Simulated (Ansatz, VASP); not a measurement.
**Sb: VASP beside Ansatz**

```
Sb
1.0
     4.05860    0.00000    0.00000
    -2.02930    3.51485    0.00000
     0.00000    0.00000   27.10000
Sb
2
Cartesian
  0.0000 2.3432 6.9986
  2.0293 1.1716 8.6514
```

Alike in both runs: functional PBE; dispersion D4; k mesh 12 × 12 × 1; occupations gaussian, width 0.03 eV; no spin polarisation.

Ansatz relaxed the structure, and its values are those at the end. VASP's run is a single point on that final structure, the one shown.

|  | VASP | Ansatz |
| --- | --- | --- |
| version | VASP 6.6.1 | Ansatz 0.2.0 |
| potentials or method | VASP PAW PBE potentials, release 64 (Sb_d_GW), cutoff 400 eV | scalar-relativistic, plane waves, PAW |
| valence electrons in the cell | 30 | 30 |

```tsv
	VASP	Ansatz	Ansatz less VASP
gap on the k mesh at the Fermi level (eV)	1.16	1.16	-0.002
least direct gap on the mesh (eV)	1.68	1.68	+0.002
```

Ansatz's warnings: slab cell height set, structure snapped to symmetry.

Neither program's run includes spin-orbit coupling.
